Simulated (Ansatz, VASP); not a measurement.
**ZnO in VASP and in Ansatz**

File INCAR:

```
SYSTEM = ZnO
ALGO = Normal
EDIFF = 1E-6
ENCUT = 520
GGA = PE
ISIF = 2
ISMEAR = 0
IVDW = 12
LASPH = .True.
LCHARG = .False.
LREAL = .False.
LWAVE = .False.
NBANDS = 26
NELM = 80
PREC = Accurate
SIGMA = 0.05
```

KPOINTS

```
k-points
0
Gamma
  12 12 6
  0 0 0
```

File POSCAR:

```
ZnO
1.0
    3.2662751495      0.0000000000      0.0000000000
   -1.6331375747      2.8286772553      0.0000000000
    0.0000000000      0.0000000000      5.4748529052
Zn O
2 2
Direct
    0.0000000000      0.0000000000      0.7500000000
    0.0000000000      0.0000000000      0.2500000000
    0.3333333333      0.6666666667      0.2500000000
    0.6666666667      0.3333333333      0.7500000000
```

Input for Ansatz:

```yaml
crystal:
  lattice:
    - [3.2662751495, 0.0, 0.0]
    - [-1.6331375747, 2.8286772553, 0.0]
    - [0.0, 0.0, 5.4748529052]
  atoms:
    - { symbol: Zn, position: [0.0, 0.0, 0.75] }
    - { symbol: Zn, position: [0.0, 0.0, 0.25] }
    - { symbol: O, position: [0.3333333333, 0.6666666667, 0.25] }
    - { symbol: O, position: [0.6666666667, 0.3333333333, 0.75] }
basis:
  ecutwfc: 420
kpoints:
  mp_grid: { grid: [12, 12, 6] }
hamiltonian:
  xc: pbe
  dispersion: d3bj
scf:
  occupations: { method: gaussian, width: 0.05 }
output:
  forces: true
  stress: true
  eigenvalues: true
```

Change from the starting cell: strain -0.1125 x Voigt [0, 0, 1, 0, 0, 0], atoms carried along.

Alike in both runs: task single point; functional PBE; dispersion D3(BJ); k mesh 12 × 12 × 6; occupations gaussian, width 0.05 eV; no spin polarisation.

|  | VASP | Ansatz |
| --- | --- | --- |
| version | VASP 6.6.1 | Ansatz 0.2.0 |
| potentials or method | VASP PAW PBE potentials, release 64 (Zn, O), cutoff 520 eV | scalar-relativistic, plane waves, PAW |
| valence electrons in the cell | 36 | 36 |

Ansatz gave:

| Quantity | Value |
| --- | --- |
| gap on the k mesh at the Fermi level (eV) | 0.69 |
| least direct gap on the mesh (eV) | 0.69 |
| pressure (GPa) | 2.4 |
| traceless stress, the component that is largest in VASP (GPa) | 3.39 |

Task: Which values does VASP return?

Result: gap on the k mesh at the Fermi level (eV): 0.69; least direct gap on the mesh (eV): 0.69; pressure (GPa): 3.5; traceless stress, the component that is largest in VASP (GPa): 2.23.
